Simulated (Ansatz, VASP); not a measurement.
# Two plane-wave programs on Hf3SnS4

```
CELL_PARAMETERS angstrom
3.62309 0.00000 0.00000
-1.81155 3.13769 0.00000
0.00000 0.00000 17.78781
ATOMIC_POSITIONS crystal
Hf 0.66667 0.33333 0.00133
Hf 0.33333 0.66667 0.37579
Hf 0.33333 0.66667 0.62262
Sn 0.00000 0.00000 0.49921
S 0.00000 0.00000 0.91915
S 0.33333 0.66667 0.08347
S 0.66667 0.33333 0.29829
S 0.66667 0.33333 0.70013
```

Alike in both runs: functional PBE; k mesh 12 × 12 × 2; occupations gaussian, width 0.1 eV; no spin polarisation.

Ansatz relaxed the structure, and its values are those at the end. VASP's run is a single point on that final structure, the one shown.

|  | VASP | Ansatz |
| --- | --- | --- |
| version | VASP 6.6.1 | Ansatz 0.2.0 |
| potentials or method | VASP PAW PBE potentials, release 64 (Hf_pv, Sn_d, S), cutoff 520 eV | scalar-relativistic, plane waves, PAW |
| valence electrons in the cell | 68 | 116 |

Ansatz gave:

```
gap on the k mesh at the Fermi level (eV) : none
pressure (GPa)                            : 0.0
rms of the force components (eV/Å)        : 0.000
```

Which values does VASP return?

gap on the k mesh at the Fermi level (eV): none; pressure (GPa): -0.4; rms of the force components (eV/Å): 0.027.

A gap of «none» marks a metal or a gap that the smearing closes. VASP's potentials hold 68 valence electrons a cell and Ansatz's 116, so a difference there can come from the potentials and not from the codes.

Spin-orbit coupling is off throughout.
